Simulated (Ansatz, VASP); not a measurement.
## One calculation of Rh, two programs

INCAR

```
PREC = Accurate ; ENCUT = 520
EDIFF = 1E-6 ; ISMEAR = -1
SIGMA = 0.05 ; LREAL = False
LASPH = True ; NELM = 60
ALGO = Normal ; ISIF = 2
LWAVE = False ; LCHARG = False
GGA = PE ; NBANDS = 14
```

Contents of KPOINTS:

```
Automatic mesh
0
Gamma
  16 16 16
```

File POSCAR:

```
Rh
1.0
   -1.5603997515      1.5603997515      1.5603997515
    1.5603997515     -1.5603997515      1.5603997515
    1.5603997515      1.5603997515     -1.5603997515
Rh
1
Direct
    0.0000000000      0.0000000000      0.0000000000
```

Input for Ansatz:

```yaml
crystal:
  lattice:
    - [-1.5603997515, 1.5603997515, 1.5603997515]
    - [1.5603997515, -1.5603997515, 1.5603997515]
    - [1.5603997515, 1.5603997515, -1.5603997515]
  atoms:
    - { symbol: Rh, position: [0.0, 0.0, 0.0] }
kpoints:
  mp_grid: { grid: [16, 16, 16] }
scf:
  occupations: { method: fermi_dirac, width: 0.05 }
hamiltonian:
  xc: pbe
  pseudopotentials: { kind: all_electron, lapw: { basis_error: 0.0005 } }
output:
  forces: true
  stress: true
  eigenvalues: true
```

Change from the starting cell: volume scaled by 1.05.

Alike in both runs: task single point; functional PBE; k mesh 16 × 16 × 16; occupations fermi-dirac, width 0.05 eV; no spin polarisation.

```csv
,VASP,Ansatz
version,VASP 6.6.1,Ansatz 0.2.0
potentials or method,"VASP PAW PBE potentials, release 64 (Rh_pv), cutoff 520 eV","all-electron LAPW, scalar-relativistic"
```

VASP gave:

```
pressure (GPa) : -10.0
```

Question: Estimate Ansatz's values.

Answer: Pressure (GPa): -10.1.

Ansatz ran all-electron here, and VASP with PAW potentials.
